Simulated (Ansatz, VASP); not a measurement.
## One calculation of Ge, two programs

```
CELL_PARAMETERS angstrom
3.99759 0.00000 0.00000
-1.99879 3.46201 0.00000
0.00000 0.00000 6.59938
ATOMIC_POSITIONS crystal
Ge 0.33333 0.66667 0.93710
Ge 0.66667 0.33333 0.43710
Ge 0.33333 0.66667 0.56290
Ge 0.66667 0.33333 0.06290
```

Alike in both runs: task relaxation of cell and atoms; functional revPBE; k mesh 8 × 8 × 4; occupations fermi-dirac, width 0.05 eV; no spin polarisation.

|  | VASP | Ansatz |
| --- | --- | --- |
| version | VASP 6.6.1 | Ansatz 0.2.0 |
| potentials or method | VASP PAW PBE potentials, release 64 (Ge_d) | Ansatz PAW |
| plane-wave cutoff (eV) | 600 | 420 |
| valence electrons in the cell | 56 | 56 |

VASP gave:

| Quantity | Value |
| --- | --- |
| gap on the k mesh at the Fermi level, each at its own relaxed structure (eV) | 0.12 |
| relaxed volume (Å³/atom) | 24.37 |
| relaxed cell length with the largest relative difference (Å) | 6.734 |

Task: Estimate Ansatz's values.

Result: gap on the k mesh at the Fermi level, each at its own relaxed structure (eV): 0.09; relaxed volume (Å³/atom): 24.38; relaxed cell length with the largest relative difference (Å): 6.729.

VASP's potentials were made for PBE, not for revPBE.

Noted on Ansatz's run: the plane-wave basis is chosen anew once the cell has moved, so the energies of steps on either side of that aren't comparable.
